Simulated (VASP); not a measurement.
# CaS (Oldhamite) (Fm-3m) in VASP: a series of runs

Runs on CaS (Oldhamite). Level: PBEsol. Tasks: single point.

All numbers are computed with VASP 6.6.1; they aren't measurements. Logs are shortened: lines on timing, memory, paths and dates and some standing lists are left out, and cuts for length are marked.

**1. The cell of the first run**

It takes space group Fm-3m (No. 225, cubic). Conventional cell: a = 5.321 Å, b = 5.321 Å, c = 5.321 Å, α = 90.00°, β = 90.00°, γ = 90.00°. Ca (site symmetry m-3m) has 6 S at 2.66 Å within 3.5 Å. Within 3.5 Å of S (site symmetry m-3m) lie 6 Ca at 2.66 Å.

**2. Single point, PBEsol**

The input, INCAR:

```
SYSTEM = CaS
ALGO = Normal
EDIFF = 1E-6
ENCUT = 500
GGA = PS
GGA_COMPAT = .False.
ISIF = 2
ISMEAR = 0
LASPH = .True.
LCHARG = .False.
LREAL = .False.
LWAVE = .False.
NBANDS = 15
NELM = 120
PREC = Accurate
SIGMA = 0.01
```

The input, KPOINTS:

```
k-points
0
Gamma
  8 8 8
  0 0 0
```

The input, POSCAR:

```
CaS
1.0
    2.6605877208      2.6605877208      0.0000000000
   -2.6605877208      2.6605877208      0.0000000000
    0.0000000000      2.6605877208      2.6605877208
Ca S
1 1
Direct
    0.0000000000      0.0000000000      0.0000000000
    0.5000000000      0.5000000000      0.0000000000
```

Potentials or basis: VASP PAW PBE potentials, release 64 (Ca_sv, S).

Launch:

```
$ cat potpaw_PBE.64/Ca_sv/POTCAR potpaw_PBE.64/S/POTCAR > POTCAR
$ mpirun -np 1 vasp_std > vasp.out
```

OUTCAR:

```text
SYSTEM = CaS
   EDIFF = 1E-6
   ENCUT = 500
   GGA = PS
   ISIF = 2
   ISMEAR = 0
   LASPH = .True.
   LREAL = .False.
   NELM = 120
   PREC = Accurate

 ion  position               nearest neighbor table
   1  0.000  0.000  0.000-   2 2.66   2 2.66   2 2.66   2 2.66   2 2.66   2 2.66
   2  0.500  0.500  0.000-   1 2.66   1 2.66   1 2.66   1 2.66   1 2.66   1 2.66

  LATTYP: Found a face centered cubic cell.
 ALAT       =     5.3211754416

  Lattice vectors:

 A1 = (   0.0000000000,   2.6605877208,   2.6605877208)
 A2 = (   2.6605877208,   0.0000000000,   2.6605877208)
 A3 = (   2.6605877208,   2.6605877208,   0.0000000000)

Analysis of symmetry for initial positions (statically):
=====================================================================
 Subroutine PRICEL returns:
 Original cell was already a primitive cell.

 Routine SETGRP: Setting up the symmetry group for a
 face centered cubic supercell.

 Subroutine GETGRP returns: Found 48 space group operations
 (whereof 48 operations were pure point group operations)
 out of a pool of 48 trial point group operations.

The static configuration has the point symmetry O_h .

Analysis of symmetry for dynamics (positions and initial velocities):
=====================================================================
 Subroutine PRICEL returns:
 Original cell was already a primitive cell.

 Routine SETGRP: Setting up the symmetry group for a
 face centered cubic supercell.

 Subroutine GETGRP returns: Found 48 space group operations
 (whereof 48 operations were pure point group operations)
 out of a pool of 48 trial point group operations.

The dynamic configuration has the point symmetry O_h .

 Subroutine INISYM returns: Found 48 space group operations
 (whereof 48 operations are pure point group operations),
 and found     1 'primitive' translations

----------------------------------------------------------------------------------------

                                     Primitive cell

  volume of cell :      37.6671

  direct lattice vectors                    reciprocal lattice vectors
     2.660587721  2.660587721  0.000000000     0.187928402  0.187928402 -0.187928402
    -2.660587721  2.660587721  0.000000000    -0.187928402  0.187928402 -0.187928402
     0.000000000  2.660587721  2.660587721     0.000000000  0.000000000  0.375856805

  length of vectors
     3.762639239  3.762639239  3.762639239     0.325501541  0.325501541  0.375856805

  position of ions in fractional coordinates (direct lattice)
[... 90 lines left out ...]
   NELECT =      16.0000    total number of electrons
   NUPDOWN=      -1.0000    fix difference up-down
   EMIN   =  10.00;   EMAX   =-10.00  energy-range for DOS
   EFERMI =   0.00;   METHOD = LEGACY
   ISMEAR =     0;   SIGMA  =   0.01  broadening in eV -4-tet -1-fermi 0-gaus
   EFERMI_NEDOS =   21; number of points for ismear=-14 and -15
   IALGO  =     38    algorithm
   IMIX   =      4    mixing-type and parameters
     AMIX     =   0.40;   BMIX     =  1.00
     AMIX_MAG =   1.60;   BMIX_MAG =  1.00
  volume/ion in A,a.u.               =      18.83       127.10
  Fermi-wavevector in a.u.,A,eV,Ry     =   1.230629  2.325552 20.605322  1.514448
  Thomas-Fermi vector in A             =   2.365470
   LORBIT       =      0    0 simple, 1 ext, 2 COOP (PROOUT), +10 PAW based schemes
   GGA     = PS    functional components
   LHFCALC =     F    Hartree Fock is set to
   AEXX    =    0.0000 exact exchange contribution
   IVDW    =     0    specifies the selected vdW correction
   LEPSILON=     F    determine dielectric tensor
   LRPA    =     F    only Hartree local field effects (RPA)
 non-spin polarized calculation
 Gauss-broadening in eV      SIGMA  =   0.01
  energy-cutoff  :      500.00
  volume of cell :       37.67
 maximum number of plane-waves:       982
   NGX = 13   NGY = 13   NGZ = 13

 number of electron      16.0000004 magnetization

 Free energy of the ion-electron system (eV)
  ---------------------------------------------------
  ext. energy  EPLUGINS =         0.00000000
  ---------------------------------------------------
  free energy    TOTEN  =       -10.61693383 eV

  energy without entropy =      -10.61693383  energy(sigma->0) =      -10.61693383

 E-fermi :   4.3672     XC(G=0): -10.4247

 val. band max:        4.2848854097   @ k =   0.0000   0.0000   0.0000
 cond. band min:       5.8812350936   @ k =   0.5000   0.5000   0.0000
 fundamental gap:      1.5963496840
 Fermi energy:         4.3671563955

 k-point     1 :       0.0000    0.0000    0.0000
  band No.  band energies     occupation
      1     -34.1015      2.00000
      2     -15.1859      2.00000
      3     -15.1859      2.00000
      4     -15.1859      2.00000
      5      -7.8157      2.00000
      6       4.2849      2.00000
      7       4.2849      2.00000
      8       4.2849      2.00000
      9       8.1845      0.00000
     10       8.1845      0.00000
     11       8.1845      0.00000
     12       9.0134      0.00000
     13       9.0134      0.00000
     14       9.6611      0.00000
[... 401 lines left out ...]
      2     -15.5338      2.00000
      3     -15.3041      2.00000
      4     -15.2464      2.00000
      5      -6.5489      2.00000
      6       0.9360      2.00000
      7       2.3079      2.00000
      8       2.6630      2.00000
      9       9.3791      0.00000
     10       9.7768      0.00000
     11      11.3505      0.00000
     12      11.9134      0.00000
     13      12.1635      0.00000
     14      13.1421      0.00000
     15      15.0688      0.00000

 [... further k-points ...]

------------------------ aborting loop because EDIFF is reached ----------------------------------------

  FORCE on cell =-STRESS in cart. coord.  units (eV):
  Direction    XX          YY          ZZ          XY          YZ          ZX
  --------------------------------------------------------------------------------------
  -------------------------------------------------------------------------------------
  Total        3.6117243      3.6117243      3.6117243      0.0000000     -0.0000000     -0.0000000
  in kB      153.6251878    153.6251878    153.6251878      0.0000000     -0.0000000     -0.0000000
  external PRESSURE =     153.6251878 kB  Pullay stress =       0.0000000 kB

 VOLUME and BASIS-vectors are now :
 -----------------------------------------------------------------------------
  energy-cutoff  :      500.00
  volume of cell :       37.67
      direct lattice vectors                 reciprocal lattice vectors
     2.660587721  2.660587721  0.000000000     0.187928402  0.187928402 -0.187928402
    -2.660587721  2.660587721  0.000000000    -0.187928402  0.187928402 -0.187928402
     0.000000000  2.660587721  2.660587721     0.000000000  0.000000000  0.375856805

 POSITION                                       TOTAL-FORCE (eV/Angst)
 -----------------------------------------------------------------------------------
      0.00000      0.00000      0.00000        -0.000000      0.000000      0.000000
      0.00000      2.66059      0.00000         0.000000     -0.000000      0.000000
 -----------------------------------------------------------------------------------
    total drift:                               -0.000000      0.000000     -0.000000

  FREE ENERGIE OF THE ION-ELECTRON SYSTEM (eV)
  ---------------------------------------------------
  free  energy   TOTEN  =       -10.6169338309 eV

  energy  without entropy=      -10.6169338309  energy(sigma->0) =      -10.61693383
```

OSZICAR:

```text
N       E                     dE             d eps       ncg     rms          rms(c)
DAV:   1     0.108035679494E+03    0.10804E+03   -0.74777E+03   870   0.990E+02
DAV:   2    -0.646230534284E+01   -0.11450E+03   -0.10737E+03  1038   0.258E+02
DAV:   3    -0.106654288568E+02   -0.42031E+01   -0.41673E+01  1173   0.470E+01
DAV:   4    -0.108425476336E+02   -0.17712E+00   -0.17700E+00  1234   0.815E+00
DAV:   5    -0.108439299372E+02   -0.13823E-02   -0.13822E-02  1213   0.772E-01    0.524E+00
DAV:   6    -0.106448859015E+02    0.19904E+00   -0.23491E-01  1031   0.276E+00    0.348E+00
DAV:   7    -0.106172538245E+02    0.27632E-01   -0.81688E-02  1175   0.195E+00    0.154E+00
DAV:   8    -0.106170336507E+02    0.22017E-03   -0.97605E-03  1066   0.947E-01    0.154E-01
DAV:   9    -0.106168761468E+02    0.15750E-03   -0.64616E-04  1073   0.301E-01    0.503E-02
DAV:  10    -0.106169235574E+02   -0.47411E-04   -0.11158E-04  1214   0.754E-02    0.183E-02
DAV:  11    -0.106169338815E+02   -0.10324E-04   -0.19011E-05  1010   0.466E-02    0.922E-03
DAV:  12    -0.106169338309E+02    0.50561E-07   -0.57891E-07   737   0.759E-03
   1 F= -.10616934E+02 E0= -.10616934E+02  d E =-.133016E-33
```

stdout:

```text
POSCAR found type information on POSCAR CaS
 POSCAR found :  2 types and       2 ions
 scaLAPACK will be used
 -----------------------------------------------------------------------------
|                                                                             |
|                                                                             |
|     You enforced a specific xc type in the INCAR file but a different       |
|     I HOPE YOU KNOW WHAT YOU ARE DOING!                                     |
|                                                                             |
 -----------------------------------------------------------------------------

 LDA part: xc-table for (Slater+PW92), standard interpolation
 POSCAR, INCAR and KPOINTS ok, starting setup
 FFT: planning ... GRIDC
 FFT: planning ... GRID_SOFT
 FFT: planning ... GRID
 WAVECAR not read
 entering main loop
```

It used 24 s of CPU time on 1 thread of AMD EPYC 7R13 Processor (Zen 3), with other jobs on the host.

What came out:

```yaml
Free_energy: -10.6169 eV
Pressure: 15.4 GPa
Band_gap_on_the_k_mesh: 1.60 eV, indirect (least direct gap 2.55 eV)
```

Caveat: the PAW data sets were made with another functional, which shifts forces and pressure a little.

**3. Single point, PBEsol**

This run uses another cell than the first one, of 19.72 Å³/atom, 1.047 times its volume.

The input, INCAR:

```
SYSTEM = CaS
ALGO = Normal ; EDIFF = 1E-6
ENCUT = 500 ; GGA = PS
GGA_COMPAT = .FALSE. ; ISIF = 2
ISMEAR = 0 ; LASPH = .TRUE.
LCHARG = .FALSE. ; LREAL = .FALSE.
LWAVE = .FALSE. ; NBANDS = 15
NELM = 120 ; PREC = Accurate
SIGMA = 0.01
```

The input, KPOINTS:

```
k-points
0
G
  8 8 8
  0 0 0
```

The input, POSCAR:

```
CaS
1.0
    2.7014847186      2.7014847186      0.0000000000
   -2.7014847186      2.7014847186      0.0000000000
    0.0000000000      2.7014847186      2.7014847186
Ca S
1 1
Direct
    0.0000000000      0.0000000000      0.0000000000
    0.5000000000      0.5000000000      0.0000000000
```

Potentials or basis: VASP PAW PBE potentials, release 64 (Ca_sv, S).

Launch:

```
$ cat potpaw_PBE.64/Ca_sv/POTCAR potpaw_PBE.64/S/POTCAR > POTCAR
$ mpirun -np 1 vasp_std > vasp.out
```

It used 20 s of CPU time on 1 thread of AMD EPYC 7R13 Processor (Zen 3), on a shared host.

Results (log left out):

| Quantity | Value |
| --- | --- |
| Free energy | -10.7581 eV |
| Pressure | 10.3 GPa |
| Band gap on the k mesh | 1.77 eV, indirect (least direct gap 2.70 eV) |

Levels at points of the mesh, in eV from the valence-band top:
| k point | band 5 | band 6 | band 7 | band 8 | band 9 | band 10 | band 11 | band 12 |
| --- | --- | --- | --- | --- | --- | --- | --- | --- |
| (0.00, 0.00, 0.00) | -11.91 | 0.00 | 0.00 | 0.00 | 3.97 | 3.97 | 3.97 | 4.75 |
| (0.50, 0.00, 0.00) | -10.66 | -3.77 | -1.55 | -1.55 | 5.35 | 6.52 | 6.62 | 6.62 |
| (0.50, 0.50, 0.00) | -11.09 | -2.64 | -0.93 | -0.93 | 1.77 | 5.82 | 6.67 | 7.37 |

Caveat: the PAW data sets were made with another functional, which shifts forces and pressure a little.

**4. Single point, PBEsol**

This run uses another cell than the first one, of 21.10 Å³/atom, 1.120 times its volume.

The input, INCAR:

```
SYSTEM = CaS
PREC     = Accurate       ! precision mode
ENCUT    = 500            ! plane-wave cutoff, eV
EDIFF    = 1E-6           ! SCF threshold, eV
ISMEAR   = 0              ! smearing method
SIGMA    = 0.01           ! smearing width, eV
LREAL    = .FALSE.        ! projectors in reciprocal space
LASPH    = .TRUE.         ! aspherical terms in the spheres
NELM     = 120            ! most SCF steps
ALGO     = Normal         ! electronic algorithm
ISIF     = 2              ! what is computed and relaxed
LWAVE    = .FALSE.        ! write WAVECAR
LCHARG   = .TRUE.         ! write CHGCAR
GGA      = PS             ! functional
LELF     = .TRUE.         ! ELF
LVHAR    = .TRUE.       
NBANDS   = 15             ! bands
GGA_COMPAT= .FALSE.
```

The input, KPOINTS:

```
Automatic mesh
0
G
  8 8 8
  0 0 0
```

The input, POSCAR:

```
CaS
1.0
    2.7632396490      2.7632396490      0.0000000000
   -2.7632396490      2.7632396490      0.0000000000
    0.0000000000      2.7632396490      2.7632396490
Ca S
1 1
Direct
    0.0000000000      0.0000000000      0.0000000000
    0.5000000000      0.5000000000      0.0000000000
```

Launch:

```
$ cat potpaw_PBE.64/Ca_sv/POTCAR potpaw_PBE.64/S/POTCAR > POTCAR
$ mpirun -np 1 vasp_std > vasp.out
```

It used 26 s of CPU time on 1 thread of AMD EPYC 7R13 Processor (Zen 3) (shared host).

The run converged. Its results:

```
Free energy            : -10.8820 eV
Pressure               : 4.2 GPa
Band gap on the k mesh : 1.99 eV, indirect (least direct gap 2.88 eV)
```

Levels at points of the mesh, in eV from the valence-band top:
| k point | band 4 | band 5 | band 6 | band 7 | band 8 | band 9 | band 10 | band 11 | band 12 | band 13 |
| --- | --- | --- | --- | --- | --- | --- | --- | --- | --- | --- |
| (0.00, 0.00, 0.00) | -19.78 | -11.65 | 0.00 | 0.00 | 0.00 | 4.04 | 4.04 | 4.04 | 4.55 | 4.75 |
| (0.50, 0.00, 0.00) | -19.80 | -10.60 | -3.49 | -1.38 | -1.38 | 5.23 | 6.31 | 6.43 | 6.43 | 8.75 |
| (0.50, 0.50, 0.00) | -19.85 | -10.91 | -2.51 | -0.88 | -0.88 | 1.99 | 5.73 | 6.34 | 7.12 | 7.12 |

Caveat: the PAW data sets were made with another functional, which shifts forces and pressure a little. A k mesh can miss the band edges.

**5. Single point, PBEsol**

This run uses another cell than the first one, of 20.36 Å³/atom, 1.081 times its volume.

The input, INCAR:

```
PREC = Accurate
ENCUT = 500
EDIFF = 1E-6
ISMEAR = 0
SIGMA = 0.01
LREAL = F
LASPH = T
NELM = 120
ALGO = Normal
ISIF = 2
LWAVE = F
LCHARG = T
GGA = PS
LELF = T
LVHAR = T
NBANDS = 15
GGA_COMPAT = F
```

The input, KPOINTS:

```
regular mesh
0
Gamma
  8 8 8
```

The input, POSCAR:

```
CaS
1.0
    2.7305358691      2.7305358691      0.0000000000
   -2.7305358691      2.7305358691      0.0000000000
    0.0000000000      2.7305358691      2.7305358691
Ca S
1 1
Direct
    0.0000000000      0.0000000000      0.0000000000
    0.5000000000      0.5000000000      0.0000000000
```

Launch:

```
$ cat potpaw_PBE.64/Ca_sv/POTCAR potpaw_PBE.64/S/POTCAR > POTCAR
$ mpirun -np 1 vasp_std > vasp.out
```

It used 21 s of CPU time on 1 thread of AMD EPYC 7R13 Processor (Zen 3), with other jobs on the host.

Results (log left out):

* Free energy: -10.8288 eV
* Pressure: 7.2 GPa
* Band gap on the k mesh: 1.88 eV, indirect (least direct gap 2.79 eV)

Levels at points of the mesh, in eV from the valence-band top:
```csv
k point,band 5,band 6,band 7,band 8,band 9,band 10,band 11,band 12
"(0.00, 0.00, 0.00)",-11.78,0.00,0.00,0.00,4.00,4.00,4.00,4.75
"(0.50, 0.00, 0.00)",-10.63,-3.64,-1.47,-1.47,5.29,6.42,6.53,6.53
"(0.50, 0.50, 0.00)",-11.00,-2.58,-0.91,-0.91,1.88,5.78,6.51,7.26
```

Caveat: the PAW data sets were made with another functional, which shifts forces and pressure a little. A k mesh can miss the band edges.

**6. Overview**

| cell | gap on the mesh (eV) | pressure (GPa) |
| --- | --- | --- |
| a = 3.763 Å, angles 60.0, 60.0, 90.0°, 2 atoms | 1.60 | 15.4 |
| a = 3.820 Å, angles 60.0, 60.0, 90.0°, 2 atoms | 1.77 | 10.3 |
| a = 3.908 Å, angles 60.0, 60.0, 90.0°, 2 atoms | 1.99 | 4.2 |
| a = 3.862 Å, angles 60.0, 60.0, 90.0°, 2 atoms | 1.88 | 7.2 |

Alike in all rows: task single point; level PBEsol; potentials or basis VASP PAW PBE potentials, release 64 (Ca_sv, S); no spin polarisation; k mesh 8 × 8 × 8; cutoff (eV) 500; smearing gaussian 0.01 eV.

Caveats: the PAW data sets were made with another functional, which shifts forces and pressure a little.

Absolute energies hang on the potentials; compare differences alone.
